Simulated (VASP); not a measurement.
Runs of VASP 6.6.1 on BN. The structure is that of space group P6_3mc (No. 186), or close to it. The cells are those of the table. 

| task | level | cell | k mesh | cutoff (eV) | smearing | gap on the mesh (eV) | pressure (GPa) | largest force (eV/Å) |
| --- | --- | --- | --- | --- | --- | --- | --- | --- |
| relaxation of cell and atoms | PBE | relaxed from a = 2.559, b = 2.559, c = 8.409 Å, angles 90.0, 90.0, 120.0°, 8 atoms | 12 × 12 × 4 | 600 | gaussian 0.01 eV | 5.49 | 0.0 | - |
| single point | r2SCAN | a = 2.559, b = 2.559, c = 8.409 Å, angles 90.0, 90.0, 120.0°, 8 atoms | 12 × 12 × 4 | 520 | gaussian 0.02 eV | 6.03 | (c) | 0.01 |
| single point | PBE | a = 2.417, b = 2.417, c = 7.893 Å, angles 90.0, 90.0, 120.0°, 8 atoms | 12 × 12 × 2 | 520 | gaussian 0.1 eV | 5.90 | (a) | (b) |
| single point | PBE | a = 2.559, b = 2.559, c = 8.409 Å, angles 90.0, 90.0, 120.0°, 8 atoms | 6 × 6 × 2 | 520 | gaussian 0.1 eV | 5.49 | 0.3 | - |
| single point | PBE | a = 2.558, b = 2.558, c = 8.408 Å, angles 90.0, 90.0, 120.0°, 8 atoms | 12 × 12 × 2 | 520 | gaussian 0.1 eV | 5.50 | 0.5 | - |

Alike in all rows: potentials or basis VASP PAW PBE potentials, release 64 (B, N); no spin polarisation.

Estimate the missing entries.

(a) 91.9; (b) 0.29; (c) -3.7.

Caveats: some runs use coarse meshes; the PAW data sets were made with another functional, which shifts forces and pressure a little (some runs).

A k mesh can miss the band edges.
